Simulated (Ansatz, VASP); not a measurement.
**SnSe in VASP and in Ansatz**

POSCAR

```
SnSe
1.0
    0.0000000000      2.9693193375      2.9693193375
    2.9693193375      0.0000000000      2.9693193375
    2.9693193375      2.9693193375      0.0000000000
Sn Se
1 1
Direct
    0.0000000000      0.0000000000      0.0000000000
    0.5000000000      0.5000000000      0.5000000000
```

The input INCAR.step1:

```
SYSTEM = SnSe
  PREC = Accurate
  ENCUT = 520
  ISMEAR = 0
  SIGMA = 0.02
  LREAL = .False.
  LASPH = .True.
  NELM = 150
  ISPIN = 2
  MAGMOM = 0.5 0
  NBANDS = 21
  GGA = PE
  ALGO = Normal
  EDIFF = 1E-4
  LWAVE = .True.
  LCHARG = .False.
```

File INCAR.step2:

```
SYSTEM = SnSe
  PREC = Accurate
  ENCUT = 520
  EDIFF = 1E-6
  ISMEAR = 0
  SIGMA = 0.02
  LREAL = .False.
  LASPH = .True.
  NELM = 150
  ALGO = Normal
  ISIF = 2
  LWAVE = .False.
  LCHARG = .True.
  ISPIN = 2
  MAGMOM = 0.5 0
  LORBIT = 11
  METAGGA = R2SCAN
  LMIXTAU = .True.
  LELF = .True.
  LVHAR = .True.
  NBANDS = 21
  ISTART = 1
```

File KPOINTS:

```
regular mesh
0
Gamma
  8 8 8
  0 0 0
```

input.yaml

```yaml
crystal:
  lattice:
    - [0.0, 2.9693193375, 2.9693193375]
    - [2.9693193375, 0.0, 2.9693193375]
    - [2.9693193375, 2.9693193375, 0.0]
  atoms:
    - { symbol: Sn, position: [0.0, 0.0, 0.0], spin: 0.5 }
    - { symbol: Se, position: [0.5, 0.5, 0.5] }
hamiltonian:
  xc: r2scan
  pseudopotentials: { kind: nc, accuracy: stringent }
magnetization:
  spin_polarized: true
kpoints:
  mp_grid: { grid: [8, 8, 8] }
scf:
  occupations: { method: gaussian, width: 0.02 }
output:
  forces: true
  stress: true
  eigenvalues: true
```

Alike in both runs: task single point; functional r2SCAN; k mesh 8 × 8 × 8; occupations gaussian, width 0.02 eV; collinear spin.

```csv
,VASP,Ansatz
version,VASP 6.6.1,Ansatz 0.2.0
potentials or method,"VASP PAW PBE potentials, release 64 (Sn_d, Se)",PseudoDojo stringent (PBE files)
plane-wave cutoff (eV),520,1415
valence electrons in the cell,20,46
```

```tsv
	VASP	Ansatz	Ansatz less VASP
gap on the k mesh at the Fermi level (eV)	0.65	0.61	-0.042
least direct gap on the mesh (eV)	0.65	0.61	-0.042
pressure (GPa)	2.2	2.1	-0.09
net moment per atom (μB)	0.00	0.00	0.000
```

VASP's potentials were made for PBE, not for r2SCAN. With one functional, cell and mesh, what is left measures potentials, basis and numerics. VASP's potentials hold 20 valence electrons a cell and Ansatz's 46, so a difference there can come from the potentials and not from the codes.

Noted on Ansatz's run: the meta-GGA runs on potentials made for a GGA.
